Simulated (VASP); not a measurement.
The system is CdSe.

```xyz
2
Lattice="0.0000 3.0089 3.0703 3.0089 0.0000 3.0703 3.0089 3.0089 0.0000" Properties=species:S:1:pos:R:3 pbc="T T T"
Cd    0.0000    0.0000    0.0000
Se    1.5044    1.5044    1.5351
```

This cell differs from its parent crystal: x and y stretched by -2 %, z held.

Base run:

* Program: VASP 6.6.1
* Functional: PBE
* Potentials or basis: VASP PAW PBE potentials, release 64 (Cd, Se)
* Cutoff: 520 eV
* k mesh: 8 × 8 × 8
* Occupations: fermi-dirac, width 0.03 eV
* Spin: no spin polarisation

Its results: band gap on the k mesh 0.61 eV; pressure 3.9 GPa.

Task: The run is repeated on the same cell with these changes: cutoff from 520 eV to 400 eV; further incar settings from ALGO = Normal; EDIFF = 1e-06; NBANDS = 16 to ALGO = Normal; EDIFF = 1e-08; NBANDS = 16. What comes out?

Result: Band gap on the k mesh 0.61 eV; pressure 3.5 GPa.

Caveats: the cell stands under pressure.

